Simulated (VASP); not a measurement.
# LiF (I4/mmm) in VASP: a series of runs

The runs below take LiF through single point, with LDA.

Program: VASP 6.6.1. These are calculated values, not measurements. Logs are shortened: lines on timing, memory, paths and dates and some standing lists are left out, and cuts for length are marked.

### Step 1. The cell of the first run

Symmetry: I4/mmm, No. 139, tetragonal system. Conventional cell: a = 2.750 Å, b = 2.750 Å, c = 3.921 Å, α = 90.00°, β = 90.00°, γ = 90.00°. Li (site symmetry 4/mmm) has 6 F at 1.94 to 1.96 Å within 2.6 Å. F (site symmetry 4/mmm) has 6 Li at 1.94 to 1.96 Å within 2.6 Å.

### Step 2. Single point, LDA (in-plane strain -0.005, then relaxed in part)

The input, INCAR:

```
  ALGO = Normal
  EDIFF = 1E-7
  ENCUT = 520
  ISIF = 2
  ISMEAR = 0
  LASPH = True
  LCHARG = False
  LREAL = False
  LWAVE = False
  NBANDS = 12
  NELM = 60
  PREC = Accurate
  SIGMA = 0.01
```

The input, KPOINTS:

```
k-points
0
Gamma
  10 10 10
```

The input, POSCAR:

```
LiF
1.0
    1.9446925593      1.9446925593      0.0000000000
   -1.9446925593      1.9446925593      0.0000000000
    0.0000000000      1.9446925593      1.9603282784
Li F
1 1
Direct
    0.0000000000      0.0000000000      0.0000000000
    0.5000000000      0.5000000000      0.0000000000
```

Potentials or basis: VASP PAW LDA potentials, release 64 (Li_sv, F).

Launch:

```sh
> cat potpaw_LDA.64/Li_sv/POTCAR potpaw_LDA.64/F/POTCAR > POTCAR
> mpirun -np 1 vasp_std > vasp.out
```

OUTCAR:

```text
EDIFF = 1E-7
   ENCUT = 520
   ISIF = 2
   ISMEAR = 0
   LASPH = True
   LREAL = False
   NELM = 60
   PREC = Accurate

 ion  position               nearest neighbor table
   1  0.000  0.000  0.000-   2 1.94   2 1.94   2 1.94   2 1.94   2 1.96   2 1.96
   2  0.500  0.500  0.000-   1 1.94   1 1.94   1 1.94   1 1.94   1 1.96   1 1.96

  LATTYP: Found a body centered tetragonal cell.
 ALAT       =     2.7502105920
 C/A-ratio  =     1.4255841237

  Lattice vectors:

 A1 = (   1.9446925593,   0.0000000000,  -1.9603282784)
 A2 = (  -1.9446925593,   0.0000000000,  -1.9603282784)
 A3 = (   0.0000000000,   1.9446925593,   1.9603282784)

Analysis of symmetry for initial positions (statically):
=====================================================================
 Subroutine PRICEL returns:
 Original cell was already a primitive cell.

 Routine SETGRP: Setting up the symmetry group for a
 body centered tetragonal supercell.

 Subroutine GETGRP returns: Found 16 space group operations
 (whereof 16 operations were pure point group operations)
 out of a pool of 16 trial point group operations.

The static configuration has the point symmetry D_4h.

Analysis of symmetry for dynamics (positions and initial velocities):
=====================================================================
 Subroutine PRICEL returns:
 Original cell was already a primitive cell.

 Routine SETGRP: Setting up the symmetry group for a
 body centered tetragonal supercell.

 Subroutine GETGRP returns: Found 16 space group operations
 (whereof 16 operations were pure point group operations)
 out of a pool of 16 trial point group operations.

The dynamic configuration has the point symmetry D_4h.

 Subroutine INISYM returns: Found 16 space group operations
 (whereof 16 operations are pure point group operations),
 and found     1 'primitive' translations

----------------------------------------------------------------------------------------

                                     Primitive cell

  volume of cell :      14.8273

  direct lattice vectors                    reciprocal lattice vectors
     1.944692559  1.944692559  0.000000000     0.257110049  0.257110049 -0.255059321
    -1.944692559  1.944692559  0.000000000    -0.257110049  0.257110049 -0.255059321
     0.000000000  1.944692559  1.960328278     0.000000000  0.000000000  0.510118642

  length of vectors
     2.750210592  2.750210592  2.761288849     0.444146836  0.444146836  0.510118642

  position of ions in fractional coordinates (direct lattice)
     0.000000000  0.000000000  0.000000000
     0.500000000  0.500000000  0.000000000

[... 89 lines left out ...]
   EMIN   =  10.00;   EMAX   =-10.00  energy-range for DOS
   EFERMI =   0.00;   METHOD = LEGACY
   ISMEAR =     0;   SIGMA  =   0.01  broadening in eV -4-tet -1-fermi 0-gaus
   EFERMI_NEDOS =   21; number of points for ismear=-14 and -15
   IALGO  =     38    algorithm
   IMIX   =      4    mixing-type and parameters
     AMIX     =   0.40;   BMIX     =  1.00
     AMIX_MAG =   1.60;   BMIX_MAG =  1.00
  volume/ion in A,a.u.               =       7.41        50.03
  Fermi-wavevector in a.u.,A,eV,Ry     =   1.435670  2.713023 28.043622  2.061148
  Thomas-Fermi vector in A             =   2.554943
   LORBIT       =      0    0 simple, 1 ext, 2 COOP (PROOUT), +10 PAW based schemes
   GGA     = CA    functional components
   LHFCALC =     F    Hartree Fock is set to
   AEXX    =    0.0000 exact exchange contribution
   IVDW    =     0    specifies the selected vdW correction
   LEPSILON=     F    determine dielectric tensor
   LRPA    =     F    only Hartree local field effects (RPA)
 non-spin polarized calculation
 Gauss-broadening in eV      SIGMA  =   0.01
  energy-cutoff  :      520.00
  volume of cell :       14.83
 maximum number of plane-waves:       412
   NGX = 11   NGY = 11   NGZ = 11

 number of electron      10.0000000 magnetization

 number of electron       9.9999988 magnetization

 Free energy of the ion-electron system (eV)
  ---------------------------------------------------
  ext. energy  EPLUGINS =         0.00000000
  ---------------------------------------------------
  free energy    TOTEN  =       -10.49972970 eV

  energy without entropy =      -10.49972970  energy(sigma->0) =      -10.49972970

 E-fermi :  -0.4629     XC(G=0): -11.1624

 val. band max:       -0.6460370497   @ k =   0.0000   0.0000   0.0000
 cond. band min:       9.0999376204   @ k =   0.0000   0.0000   0.0000
 fundamental gap:      9.7459746701
 Fermi energy:        -0.4629062109

 k-point     1 :       0.0000    0.0000    0.0000
  band No.  band energies     occupation
      1     -40.2443      2.00000
      2     -20.5103      2.00000
      3      -0.6669      2.00000
      4      -0.6669      2.00000
      5      -0.6460      2.00000
      6       9.0999      0.00000
      7      23.9251      0.00000
      8      24.1310      0.00000
      9      24.1311      0.00000
     10      24.1549      0.00000
     11      24.2289      0.00000
     12      24.2289      0.00000
[... 331 lines left out ...]
 k-point    24 :       0.4000    0.3000    0.0000
  band No.  band energies     occupation
      1     -40.1183      2.00000
      2     -19.7340      2.00000
      3      -3.4197      2.00000
      4      -2.5286      2.00000
      5      -1.4074      2.00000
      6      13.2362      0.00000
      7      15.0080      0.00000
      8      18.9516      0.00000
      9      19.2719      0.00000
     10      24.8100      0.00000
     11      33.3100      0.00000
     12      33.8160      0.00000

 [... further k-points ...]

------------------------ aborting loop because EDIFF is reached ----------------------------------------

  FORCE on cell =-STRESS in cart. coord.  units (eV):
  Direction    XX          YY          ZZ          XY          YZ          ZX
  --------------------------------------------------------------------------------------
  -------------------------------------------------------------------------------------
  Total        0.0631016      0.0631016     -0.0200268      0.0000000      0.0000000      0.0000000
  in kB        6.8185201      6.8185201     -2.1640261      0.0000000      0.0000000      0.0000000
  external PRESSURE =       3.8243380 kB  Pullay stress =       0.0000000 kB

 VOLUME and BASIS-vectors are now :
 -----------------------------------------------------------------------------
  energy-cutoff  :      520.00
  volume of cell :       14.83
      direct lattice vectors                 reciprocal lattice vectors
     1.944692559  1.944692559  0.000000000     0.257110049  0.257110049 -0.255059321
    -1.944692559  1.944692559  0.000000000    -0.257110049  0.257110049 -0.255059321
     0.000000000  1.944692559  1.960328278     0.000000000  0.000000000  0.510118642

 POSITION                                       TOTAL-FORCE (eV/Angst)
 -----------------------------------------------------------------------------------
      0.00000      0.00000      0.00000         0.000000      0.000000      0.000000
      0.00000      1.94469      0.00000        -0.000000     -0.000000      0.000000
 -----------------------------------------------------------------------------------
    total drift:                               -0.000000     -0.000000     -0.000000

  FREE ENERGIE OF THE ION-ELECTRON SYSTEM (eV)
  ---------------------------------------------------
  free  energy   TOTEN  =       -10.4997297006 eV

  energy  without entropy=      -10.4997297006  energy(sigma->0) =      -10.49972970
```

OSZICAR:

```text
N       E                     dE             d eps       ncg     rms          rms(c)
DAV:   1     0.290826808476E+02    0.29083E+02   -0.54871E+03  2600   0.844E+02
DAV:   2    -0.100005642043E+02   -0.39083E+02   -0.38273E+02  2952   0.187E+02
DAV:   3    -0.109825866584E+02   -0.98202E+00   -0.97891E+00  3120   0.255E+01
DAV:   4    -0.109926189350E+02   -0.10032E-01   -0.10032E-01  2796   0.283E+00
DAV:   5    -0.109927097374E+02   -0.90802E-04   -0.90802E-04  3104   0.205E-01    0.424E+00
DAV:   6    -0.105148334004E+02    0.47788E+00   -0.21549E+00  2772   0.919E+00    0.128E+00
DAV:   7    -0.105047114293E+02    0.10122E-01   -0.15882E-02  3192   0.108E+00    0.777E-01
DAV:   8    -0.104997416223E+02    0.49698E-02   -0.81445E-03  3340   0.963E-01    0.942E-02
DAV:   9    -0.104997177375E+02    0.23885E-04   -0.70746E-04  2728   0.247E-01    0.365E-02
DAV:  10    -0.104997302947E+02   -0.12557E-04   -0.25707E-05  2884   0.381E-02    0.802E-03
DAV:  11    -0.104997297128E+02    0.58195E-06   -0.15553E-06  3136   0.133E-02    0.134E-03
DAV:  12    -0.104997297006E+02    0.12195E-07   -0.23357E-07  2804   0.333E-03
   1 F= -.10499730E+02 E0= -.10499730E+02  d E =-.126620-150
```

stdout:

```text
POSCAR found type information on POSCAR LiF
 POSCAR found :  2 types and       2 ions
 scaLAPACK will be used
 LDA part: xc-table for (Slater(with rela. corr.)+CA(PZ))
 , standard interpolation
 POSCAR, INCAR and KPOINTS ok, starting setup
 FFT: planning ... GRIDC
 FFT: planning ... GRID_SOFT
 FFT: planning ... GRID
 WAVECAR not read
 entering main loop
```

Run time: 33 s. Hardware: 1 thread of AMD EPYC 7R13, shared host; peak memory 0.09 GiB.

What came out:

| Quantity | Value |
| --- | --- |
| Free energy | -10.4997 eV |
| Band gap on the k mesh | 9.75 eV, direct |

Levels at points of the mesh, in eV from the valence-band top:
```tsv
k point	band 2	band 3	band 4	band 5	band 6	band 7	band 8	band 9
(0.00, 0.00, 0.00)	-19.86	-0.02	-0.02	0.00	9.75	24.57	24.78	24.78
(0.50, 0.00, 0.00)	-19.34	-2.90	-0.29	-0.27	10.87	17.54	19.07	19.23
(0.50, 0.50, 0.00)	-18.97	-3.58	-1.24	-1.18	15.38	16.42	18.35	20.79
(0.00, 0.00, 0.50)	-18.98	-3.59	-1.18	-1.18	15.23	16.53	18.34	20.98
```

Caveat: the cell differs from its parent crystal (in-plane strain -0.005, then relaxed in part); the cutoff is under 1.25 times the usual one of these potentials, so pressure, stress and relaxed cells hold a basis-set (Pulay) error. A k mesh can miss the band edges.

### Step 3. Single point, LDA (in-plane strain -0.005)

The input, INCAR:

```
PREC = Accurate
ENCUT = 520
EDIFF = 1E-7
ISMEAR = 0
SIGMA = 0.01
LREAL = False
LASPH = True
NELM = 60
ALGO = Normal
ISIF = 2
LWAVE = False
LCHARG = False
GGA = CA
NBANDS = 12
```

The input, KPOINTS:

```
regular mesh
0
Gamma
  10 10 10
```

POSCAR is that of step 2.

Potentials or basis: VASP PAW LDA potentials, release 64 (Li_sv, F).

Launch:

```sh
> cat potpaw_LDA.64/Li_sv/POTCAR potpaw_LDA.64/F/POTCAR > POTCAR
> mpirun -np 1 vasp_std > vasp.out
```

OUTCAR:

```text
PREC = Accurate
   ENCUT = 520
   EDIFF = 1E-7
   ISMEAR = 0
   LREAL = False
   LASPH = True
   NELM = 60
   ISIF = 2
   GGA = CA

 ion  position               nearest neighbor table
   1  0.000  0.000  0.000-   2 1.94   2 1.94   2 1.94   2 1.94   2 1.96   2 1.96
   2  0.500  0.500  0.000-   1 1.94   1 1.94   1 1.94   1 1.94   1 1.96   1 1.96

  LATTYP: Found a body centered tetragonal cell.
 ALAT       =     2.7502105920
 C/A-ratio  =     1.4255841237

  Lattice vectors:

 A1 = (   1.9446925593,   0.0000000000,  -1.9603282784)
 A2 = (  -1.9446925593,   0.0000000000,  -1.9603282784)
 A3 = (   0.0000000000,   1.9446925593,   1.9603282784)

Analysis of symmetry for initial positions (statically):
=====================================================================
 Subroutine PRICEL returns:
 Original cell was already a primitive cell.

 Routine SETGRP: Setting up the symmetry group for a
 body centered tetragonal supercell.

 Subroutine GETGRP returns: Found 16 space group operations
 (whereof 16 operations were pure point group operations)
 out of a pool of 16 trial point group operations.

The static configuration has the point symmetry D_4h.

Analysis of symmetry for dynamics (positions and initial velocities):
=====================================================================
 Subroutine PRICEL returns:
 Original cell was already a primitive cell.

 Routine SETGRP: Setting up the symmetry group for a
 body centered tetragonal supercell.

 Subroutine GETGRP returns: Found 16 space group operations
 (whereof 16 operations were pure point group operations)
 out of a pool of 16 trial point group operations.

The dynamic configuration has the point symmetry D_4h.

 Subroutine INISYM returns: Found 16 space group operations
 (whereof 16 operations are pure point group operations),
 and found     1 'primitive' translations

----------------------------------------------------------------------------------------

                                     Primitive cell

[... 120 lines left out ...]
   LRPA    =     F    only Hartree local field effects (RPA)
 non-spin polarized calculation
 Gauss-broadening in eV      SIGMA  =   0.01
  energy-cutoff  :      520.00
  volume of cell :       14.83
 maximum number of plane-waves:       412
   NGX = 11   NGY = 11   NGZ = 11

 number of electron      10.0000000 magnetization

 number of electron       9.9999988 magnetization

 Free energy of the ion-electron system (eV)
  ---------------------------------------------------
  ext. energy  EPLUGINS =         0.00000000
  ---------------------------------------------------
  free energy    TOTEN  =       -10.49972970 eV

  energy without entropy =      -10.49972970  energy(sigma->0) =      -10.49972970

 E-fermi :  -0.4629     XC(G=0): -11.1624

 val. band max:       -0.6460370497   @ k =   0.0000   0.0000   0.0000
 cond. band min:       9.0999376204   @ k =   0.0000   0.0000   0.0000
 fundamental gap:      9.7459746701
 Fermi energy:        -0.4629062109

 k-point     1 :       0.0000    0.0000    0.0000
  band No.  band energies     occupation
      1     -40.2443      2.00000
      2     -20.5103      2.00000
      3      -0.6669      2.00000
      4      -0.6669      2.00000
      5      -0.6460      2.00000
      6       9.0999      0.00000
      7      23.9251      0.00000
      8      24.1310      0.00000
      9      24.1311      0.00000
     10      24.1549      0.00000
     11      24.2289      0.00000
     12      24.2289      0.00000
[... 331 lines left out ...]
 k-point    24 :       0.4000    0.3000    0.0000
  band No.  band energies     occupation
      1     -40.1183      2.00000
      2     -19.7340      2.00000
      3      -3.4197      2.00000
      4      -2.5286      2.00000
      5      -1.4074      2.00000
      6      13.2362      0.00000
      7      15.0080      0.00000
      8      18.9516      0.00000
      9      19.2719      0.00000
     10      24.8100      0.00000
     11      33.3100      0.00000
     12      33.8160      0.00000

 [... further k-points ...]

------------------------ aborting loop because EDIFF is reached ----------------------------------------

  FORCE on cell =-STRESS in cart. coord.  units (eV):
  Direction    XX          YY          ZZ          XY          YZ          ZX
  --------------------------------------------------------------------------------------
  -------------------------------------------------------------------------------------
  Total        0.0631016      0.0631016     -0.0200268      0.0000000      0.0000000      0.0000000
  in kB        6.8185201      6.8185201     -2.1640261      0.0000000      0.0000000      0.0000000
  external PRESSURE =       3.8243380 kB  Pullay stress =       0.0000000 kB

 VOLUME and BASIS-vectors are now :
 -----------------------------------------------------------------------------
  energy-cutoff  :      520.00
  volume of cell :       14.83
      direct lattice vectors                 reciprocal lattice vectors
     1.944692559  1.944692559  0.000000000     0.257110049  0.257110049 -0.255059321
    -1.944692559  1.944692559  0.000000000    -0.257110049  0.257110049 -0.255059321
     0.000000000  1.944692559  1.960328278     0.000000000  0.000000000  0.510118642

 POSITION                                       TOTAL-FORCE (eV/Angst)
 -----------------------------------------------------------------------------------
      0.00000      0.00000      0.00000         0.000000      0.000000      0.000000
      0.00000      1.94469      0.00000        -0.000000     -0.000000      0.000000
 -----------------------------------------------------------------------------------
    total drift:                               -0.000000     -0.000000     -0.000000

  FREE ENERGIE OF THE ION-ELECTRON SYSTEM (eV)
  ---------------------------------------------------
  free  energy   TOTEN  =       -10.4997297006 eV

  energy  without entropy=      -10.4997297006  energy(sigma->0) =      -10.49972970
```

OSZICAR:

```text
N       E                     dE             d eps       ncg     rms          rms(c)
DAV:   1     0.290826808476E+02    0.29083E+02   -0.54871E+03  2600   0.844E+02
DAV:   2    -0.100005642043E+02   -0.39083E+02   -0.38273E+02  2952   0.187E+02
DAV:   3    -0.109825866584E+02   -0.98202E+00   -0.97891E+00  3120   0.255E+01
DAV:   4    -0.109926189350E+02   -0.10032E-01   -0.10032E-01  2796   0.283E+00
DAV:   5    -0.109927097374E+02   -0.90802E-04   -0.90802E-04  3104   0.205E-01    0.424E+00
DAV:   6    -0.105148334004E+02    0.47788E+00   -0.21549E+00  2772   0.919E+00    0.128E+00
DAV:   7    -0.105047114293E+02    0.10122E-01   -0.15882E-02  3192   0.108E+00    0.777E-01
DAV:   8    -0.104997416223E+02    0.49698E-02   -0.81445E-03  3340   0.963E-01    0.942E-02
DAV:   9    -0.104997177375E+02    0.23885E-04   -0.70746E-04  2728   0.247E-01    0.365E-02
DAV:  10    -0.104997302947E+02   -0.12557E-04   -0.25707E-05  2884   0.381E-02    0.802E-03
DAV:  11    -0.104997297128E+02    0.58195E-06   -0.15553E-06  3136   0.133E-02    0.134E-03
DAV:  12    -0.104997297006E+02    0.12195E-07   -0.23357E-07  2804   0.333E-03
   1 F= -.10499730E+02 E0= -.10499730E+02  d E =-.126620-150
```

Run time: 34 s. Hardware: 1 thread of AMD EPYC 7R13, shared host; peak memory 0.09 GiB.

Results:

```yaml
Free_energy: -10.4997 eV
Band_gap_on_the_k_mesh: 9.75 eV, direct
```

Caveat: the cell differs from its parent crystal (in-plane strain -0.005); the cutoff is under 1.25 times the usual one of these potentials, so pressure, stress and relaxed cells hold a basis-set (Pulay) error. A k mesh can miss the band edges.
